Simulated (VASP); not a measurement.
Wanted: the native input for a VASP 6.6.1 run.

- Task: single point
- Functional: r2SCAN
- Potentials or basis: VASP PAW PBE potentials, release 64 (W_sv)
- Cutoff: 550 eV
- k mesh: 11 × 11 × 21
- Occupations: gaussian, width 0.1 eV
- Spin: no spin polarisation
- Dipole correction: no
- Further INCAR settings: ALGO = Normal; EDIFF = 1e-06; NBANDS = 13

W:

```xyz
1
Lattice="3.1504 0.0000 0.0002 0.0000 3.1504 -0.0002 1.5753 -1.5753 1.5915" Properties=species:S:1:pos:R:3 pbc="T T T"
W     0.0000    0.0000    0.0000
```

These files were run (other wordings do the same):

POSCAR

```
W
1.0
    3.1504263261      0.0000000076      0.0002193504
    0.0000000076      3.1504263261     -0.0002193504
    1.5753242132     -1.5753242132      1.5914848373
W
1
Direct
    0.0000000000      0.0000000000      0.0000000000
```

INCAR.step1

```
SYSTEM = W
PREC     = Accurate       ! precision mode
ENCUT    = 550            ! plane-wave cutoff, eV
ISMEAR   = 0              ! smearing method
SIGMA    = 0.1            ! smearing width, eV
LREAL    = .FALSE.        ! projectors in reciprocal space
LASPH    = .TRUE.         ! aspherical terms in the spheres
NELM     = 120            ! most SCF steps
NBANDS   = 13             ! bands
GGA      = PE             ! functional
ALGO     = Normal         ! electronic algorithm
EDIFF    = 1E-5           ! SCF threshold, eV
LWAVE    = .TRUE.         ! write WAVECAR
LCHARG   = .FALSE.        ! write CHGCAR
GGA_COMPAT= .FALSE.
```

INCAR.step2

```
SYSTEM = W
PREC     = Accurate       ! precision mode
ENCUT    = 550            ! plane-wave cutoff, eV
EDIFF    = 1E-6           ! SCF threshold, eV
ISMEAR   = 0              ! smearing method
SIGMA    = 0.1            ! smearing width, eV
LREAL    = .FALSE.        ! projectors in reciprocal space
LASPH    = .TRUE.         ! aspherical terms in the spheres
NELM     = 120            ! most SCF steps
ALGO     = Normal         ! electronic algorithm
ISIF     = 2              ! what is computed and relaxed
LWAVE    = .FALSE.        ! write WAVECAR
LCHARG   = .TRUE.         ! write CHGCAR
METAGGA  = R2SCAN         ! meta-GGA
LMIXTAU  = .TRUE.       
LELF     = .TRUE.         ! ELF
LVHAR    = .TRUE.       
NBANDS   = 13             ! bands
ISTART   = 1            
GGA_COMPAT= .FALSE.
```

KPOINTS

```
regular mesh
0
G
  11 11 21
  0 0 0
```

Potentials or basis: VASP PAW PBE potentials, release 64 (W_sv).

Run with:

```console
$ cat potpaw_PBE.64/W_sv/POTCAR > POTCAR
$ cp INCAR.step1 INCAR
$ mpirun -np 1 vasp_std > vasp.out
$ cp INCAR.step2 INCAR
$ mpirun -np 1 vasp_std > vasp.out
```

Results of the run:

- Pressure: 3.6 GPa
- Band gap on the k mesh: zero (bands 7 and 8 overlap by 6.30 eV)

Caveat: the cell stands under pressure; the PAW data sets were made with another functional, which shifts forces and pressure a little; spin-orbit coupling is left out, which moves the levels of the heavy elements.

It took 12 min on 1 thread of Oxide Virtual Turin-like Processor, on a shared host, peak memory 0.23 GiB.
